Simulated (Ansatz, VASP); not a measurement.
**Sb2S: VASP beside Ansatz**

INCAR

```
SYSTEM = Sb2S
ALGO = Normal
EDIFF = 1E-6
EDIFFG = -0.01
ENCUT = 600
GGA = PE
IBRION = 2
ISIF = 3
ISMEAR = 0
LASPH = .True.
LCHARG = .False.
LREAL = .False.
LWAVE = .False.
NELM = 100
NSW = 100
PREC = Accurate
SIGMA = 0.1
```

KPOINTS

```
k-points
0
Gamma
  12 12 14
  0 0 0
```

The input POSCAR:

```
Sb2S
1.0
    4.8955535100      0.0000000000      0.0000000000
   -2.4477767500      4.2396737000      0.0000000000
    0.0000000000      0.0000000000      3.5306538500
Sb S
2 1
Direct
    0.3333333300      0.6666666700      0.5000000000
    0.6666666700      0.3333333300      0.5000000000
    0.0000000000      0.0000000000      0.0000000000
```

Input for Ansatz:

```yaml
crystal:
  lattice:
    - [4.89555351, 0.0, 0.0]
    - [-2.44777675, 4.2396737, 0.0]
    - [0.0, 0.0, 3.53065385]
  atoms:
    - { symbol: Sb, position: [0.33333333, 0.66666667, 0.5] }
    - { symbol: Sb, position: [0.66666667, 0.33333333, 0.5] }
    - { symbol: S, position: [0.0, 0.0, 0.0] }
basis:
  ecutwfc: 420
kpoints:
  mp_grid: { grid: [12, 12, 14] }
hamiltonian:
  xc: pbe
scf:
  occupations: { method: gaussian, width: 0.1 }
output:
  forces: true
  stress: true
  eigenvalues: true
relax:
  adjacent_minimum: "off"
  f_tol: 0.01
  max_steps: 80
  cell: { stress_tol: 0.05 }
```

Change from the starting cell: species swapped into the DyHg2 type (P6/mmm, No. 191).

Alike in both runs: task relaxation of cell and atoms; functional PBE; k mesh 12 × 12 × 14; occupations gaussian, width 0.1 eV; no spin polarisation.

```csv
,VASP,Ansatz
version,VASP 6.6.1,Ansatz 0.2.0
potentials or method,"VASP PAW PBE potentials, release 64 (Sb, S), cutoff 600 eV","scalar-relativistic, plane waves, PAW"
valence electrons in the cell,16,36
```

```tsv
	VASP	Ansatz	Ansatz less VASP
gap on the k mesh at the Fermi level, each at its own relaxed structure (eV)	none	none	-
relaxed volume (Å³/atom)	23.86	23.89	+0.028
relaxed cell length with the largest relative difference (Å)	3.034	3.036	+0.0020
```

A gap of «none» marks a metal or a gap that the smearing closes. VASP's potentials hold 16 valence electrons a cell and Ansatz's 36, so a difference there can come from the potentials and not from the codes.

Neither program's run includes spin-orbit coupling.
